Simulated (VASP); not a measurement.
# PbO (P4/nmm) in VASP: a series of runs

PbO is run at these levels: PBE+D3(BJ); tasks: single point.

All numbers are computed with VASP 6.6.1; they aren't measurements. Logs are shortened: lines on timing, memory, paths and dates and some standing lists are left out, and cuts for length are marked.

### 1 The cell of the first run

It takes space group P4/nmm (No. 129, tetragonal). Conventional cell: a = 4.196 Å, b = 4.196 Å, c = 4.506 Å, α = 90.00°, β = 90.00°, γ = 90.00°. Pb (site symmetry 4mm) has 4 O at 2.35 Å within 3.1 Å. O (site symmetry -4m2) has 4 Pb at 2.35 Å and 4 O at 2.97 Å within 3.1 Å.

### 2 Single point, PBE+D3(BJ)

The input, INCAR:

```
SYSTEM = PbO
PREC = Accurate
ENCUT = 520
EDIFF = 1E-6
ISMEAR = 0
SIGMA = 0.05
LREAL = .FALSE.
LASPH = .TRUE.
NELM = 80
ALGO = Normal
ISIF = 2
LWAVE = .FALSE.
LCHARG = .FALSE.
GGA = PE
IVDW = 12
NBANDS = 28
```

The input, KPOINTS:

```
Automatic mesh
0
G
  8 8 6
  0 0 0
```

The input, POSCAR:

```
PbO
1.0
    4.1956436878      0.0000000000      0.0000000000
    0.0000000000      4.1956436878      0.0000000000
    0.0000000000      0.0000000000      4.5063265424
Pb O
2 2
Direct
    0.0000000000      0.5000000000      0.2351000000
    0.5000000000      0.0000000000      0.7649000000
    0.0000000000      0.0000000000      0.0000000000
    0.5000000000      0.5000000000      0.0000000000
```

Potentials or basis: VASP PAW PBE potentials, release 64 (Pb_d, O).

Run with:

```
$ cat potpaw_PBE.64/Pb_d/POTCAR potpaw_PBE.64/O/POTCAR > POTCAR
$ mpirun -np 1 vasp_std > vasp.out
```

OUTCAR:

```text
SYSTEM = PbO
   PREC = Accurate
   ENCUT = 520
   EDIFF = 1E-6
   ISMEAR = 0
   LREAL = .FALSE.
   LASPH = .TRUE.
   NELM = 80
   ISIF = 2
   GGA = PE
   IVDW = 12
 IVDW          = 12

 ion  position               nearest neighbor table
   1  0.000  0.500  0.235-   3 2.35   4 2.35   3 2.35   4 2.35   2 3.65   2 3.65   2 3.65   2 3.65
                             2 3.81   2 3.81   2 3.81   2 3.81
   2  0.500  0.000  0.765-   3 2.35   4 2.35   4 2.35   3 2.35   1 3.65   1 3.65   1 3.65   1 3.65
                             1 3.81   1 3.81   1 3.81   1 3.81
   3  0.000  0.000  0.000-   1 2.35   2 2.35   1 2.35   2 2.35
   4  0.500  0.500  0.000-   1 2.35   2 2.35   2 2.35   1 2.35

  LATTYP: Found a simple tetragonal cell.
 ALAT       =     4.1956436878
 C/A-ratio  =     1.0740489130

  Lattice vectors:

 A1 = (   4.1956436878,   0.0000000000,   0.0000000000)
 A2 = (   0.0000000000,   4.1956436878,   0.0000000000)
 A3 = (   0.0000000000,   0.0000000000,   4.5063265424)

Analysis of symmetry for initial positions (statically):
=====================================================================
 Subroutine PRICEL returns:
 Original cell was already a primitive cell.

 Routine SETGRP: Setting up the symmetry group for a
 simple tetragonal supercell.

 Subroutine GETGRP returns: Found 16 space group operations
 (whereof  8 operations were pure point group operations)
 out of a pool of 16 trial point group operations.

The static configuration has the point symmetry D_2d.
 The point group associated with its full space group is D_4h.

Analysis of symmetry for dynamics (positions and initial velocities):
=====================================================================
 Subroutine PRICEL returns:
 Original cell was already a primitive cell.

 Routine SETGRP: Setting up the symmetry group for a
 simple tetragonal supercell.

 Subroutine GETGRP returns: Found 16 space group operations
 (whereof  8 operations were pure point group operations)
 out of a pool of 16 trial point group operations.

The dynamic configuration has the point symmetry D_2d.
 The point group associated with its full space group is D_4h.

 Subroutine INISYM returns: Found 16 space group operations
 (whereof  8 operations are pure point group operations),
 and found     1 'primitive' translations

----------------------------------------------------------------------------------------

                                     Primitive cell

  volume of cell :      79.3268

  direct lattice vectors                    reciprocal lattice vectors
     4.195643688  0.000000000  0.000000000     0.238342451  0.000000000  0.000000000
     0.000000000  4.195643688  0.000000000     0.000000000  0.238342451  0.000000000
[... 96 lines left out ...]
   ISYM   =      2    0-nonsym 1-usesym 2-fastsym
   POTIM  = 0.5000    time-step for ionic-motion
   TEBEG  =    0.0;   TEEND  =   0.0 temperature during run
   PSTRESS=    0.0 pullay stress
   NELECT =      40.0000    total number of electrons
   NUPDOWN=      -1.0000    fix difference up-down
   EMIN   =  10.00;   EMAX   =-10.00  energy-range for DOS
   EFERMI =   0.00;   METHOD = LEGACY
   ISMEAR =     0;   SIGMA  =   0.05  broadening in eV -4-tet -1-fermi 0-gaus
   EFERMI_NEDOS =   21; number of points for ismear=-14 and -15
   IALGO  =     38    algorithm
   IMIX   =      4    mixing-type and parameters
     AMIX     =   0.40;   BMIX     =  1.00
     AMIX_MAG =   1.60;   BMIX_MAG =  1.00
  volume/ion in A,a.u.               =      19.83       133.83
  Fermi-wavevector in a.u.,A,eV,Ry     =   1.303031  2.462372 23.101207  1.697891
  Thomas-Fermi vector in A             =   2.434060
   LORBIT       =      0    0 simple, 1 ext, 2 COOP (PROOUT), +10 PAW based schemes
   GGA     = PE    functional components
   LHFCALC =     F    Hartree Fock is set to
   AEXX    =    0.0000 exact exchange contribution
   IVDW    =    12    specifies the selected vdW correction
   LEPSILON=     F    determine dielectric tensor
   LRPA    =     F    only Hartree local field effects (RPA)
 non-spin polarized calculation
 Gauss-broadening in eV      SIGMA  =   0.05
  energy-cutoff  :      520.00
  volume of cell :       79.33
 maximum number of plane-waves:      2156
 NGX is ok and might be reduce to    32
   NGX = 15   NGY = 15   NGZ = 17

 number of electron      39.9999991 magnetization

 Free energy of the ion-electron system (eV)
  ---------------------------------------------------
  ext. energy  EPLUGINS =         0.00000000
  ---------------------------------------------------
  free energy    TOTEN  =       -21.32275047 eV

  energy without entropy =      -21.32275047  energy(sigma->0) =      -21.32275047

 E-fermi :   5.0919     XC(G=0):  -9.8909

 val. band max:        4.7829324871   @ k =   0.0000   0.0000   0.5000
 cond. band min:       6.2995637972   @ k =   0.0000   0.0000   0.5000
 fundamental gap:      1.5166313100
 Fermi energy:         5.0919174249

 k-point     1 :       0.0000    0.0000    0.0000
  band No.  band energies     occupation
      1     -12.9763      2.00000
      2     -12.7202      2.00000
      3     -10.9304      2.00000
      4     -10.9304      2.00000
      5     -10.9058      2.00000
      6     -10.7856      2.00000
[... 733 lines left out ...]
     27      14.6124      0.00000
     28      14.6124      0.00000

 [... further k-points ...]

------------------------ aborting loop because EDIFF is reached ----------------------------------------

 Edisp (eV)   -0.95721

 E8    (eV) :    -0.4393

  FORCE on cell =-STRESS in cart. coord.  units (eV):
  Direction    XX          YY          ZZ          XY          YZ          ZX
  --------------------------------------------------------------------------------------
  -------------------------------------------------------------------------------------
  Total      -0.17391    -0.17391     1.58606     0.00000     0.00000     0.00000
  in kB      -3.51255    -3.51255    32.03393     0.00000     0.00000     0.00000
  external pressure =        8.34 kB  Pullay stress =        0.00 kB

 VOLUME and BASIS-vectors are now :
 -----------------------------------------------------------------------------
  energy-cutoff  :      520.00
  volume of cell :       79.33
      direct lattice vectors                 reciprocal lattice vectors
     4.195643688  0.000000000  0.000000000     0.238342451  0.000000000  0.000000000
     0.000000000  4.195643688  0.000000000     0.000000000  0.238342451  0.000000000
     0.000000000  0.000000000  4.506326542     0.000000000  0.000000000  0.221910239

 POSITION                                       TOTAL-FORCE (eV/Angst)
 -----------------------------------------------------------------------------------
      0.00000      2.09782      1.05944         0.000000      0.000000      0.711699
      2.09782      0.00000      3.44689        -0.000000      0.000000     -0.711699
      0.00000      0.00000      0.00000        -0.000000     -0.000000     -0.000000
      2.09782      2.09782      0.00000        -0.000000      0.000000     -0.000000
 -----------------------------------------------------------------------------------
    total drift:                                0.000000     -0.000000     -0.000000

  FREE ENERGIE OF THE ION-ELECTRON SYSTEM (eV)
  ---------------------------------------------------
  free  energy   TOTEN  =       -22.2799565881 eV

  energy  without entropy=      -22.2799565881  energy(sigma->0) =      -22.27995659
```

OSZICAR:

```text
N       E                     dE             d eps       ncg     rms          rms(c)
DAV:   1     0.463546836344E+03    0.46355E+03   -0.19728E+04  3360   0.171E+03
DAV:   2     0.355665685804E+02   -0.42798E+03   -0.41036E+03  3448   0.452E+02
DAV:   3    -0.232433713077E+02   -0.58810E+02   -0.57431E+02  4240   0.181E+02
DAV:   4    -0.258652214576E+02   -0.26219E+01   -0.26119E+01  4004   0.400E+01
DAV:   5    -0.259440213574E+02   -0.78800E-01   -0.78791E-01  3932   0.746E+00    0.124E+01
DAV:   6    -0.215719822777E+02    0.43720E+01   -0.25107E+01  4928   0.382E+01    0.566E+00
DAV:   7    -0.213548103164E+02    0.21717E+00   -0.30362E+00  4376   0.125E+01    0.247E+00
DAV:   8    -0.213312675376E+02    0.23543E-01   -0.51649E-01  3560   0.481E+00    0.802E-01
DAV:   9    -0.213213958140E+02    0.98717E-02   -0.58400E-02  5196   0.188E+00    0.227E-01
DAV:  10    -0.213228978051E+02   -0.15020E-02   -0.96368E-03  3916   0.733E-01    0.744E-02
DAV:  11    -0.213227658669E+02    0.13194E-03   -0.12319E-03  5692   0.292E-01    0.439E-02
DAV:  12    -0.213227558523E+02    0.10015E-04   -0.13637E-04  4772   0.101E-01    0.203E-02
DAV:  13    -0.213227515950E+02    0.42573E-05   -0.43485E-05  3520   0.451E-02    0.112E-02
DAV:  14    -0.213227504082E+02    0.11868E-05   -0.58390E-06  3748   0.248E-02    0.888E-04
DAV:  15    -0.213227504659E+02   -0.57727E-07   -0.95856E-07  2248   0.613E-03
   1 F= -.22279957E+02 E0= -.22279957E+02  d E =-.419841E-20
```

stdout:

```text
POSCAR found type information on POSCAR PbO
 POSCAR found :  2 types and       4 ions
 scaLAPACK will be used
 LDA part: xc-table for (Slater+PW92), standard interpolation
 POSCAR, INCAR and KPOINTS ok, starting setup
 FFT: planning ... GRIDC
 FFT: planning ... GRID_SOFT
 FFT: planning ... GRID
 WAVECAR not read
 entering main loop
```

It took 3.1 min on 1 thread of Intel Xeon 8259CL, shared host; peak memory 0.26 GiB.

Results:

- Free energy: -22.2800 eV
- Pressure: 0.8 GPa
- Largest force: 0.712 eV/Å
- Band gap on the k mesh: 1.52 eV
- Dispersion energy per atom: -0.239 eV

Forces on the atoms (eV/Å):
```
Pb   0.000  0.000  0.712
Pb   0.000  0.000 -0.712
O    0.000  0.000  0.000
O    0.000  0.000  0.000
```

Stress tensor (GPa, compression positive):
```
-0.35  0.00  0.00
 0.00 -0.35  0.00
 0.00  0.00  3.20
```

Caveat: spin-orbit coupling is left out, which moves the levels of the heavy elements. A k mesh can miss the band edges.

[end of part 1 of 2]
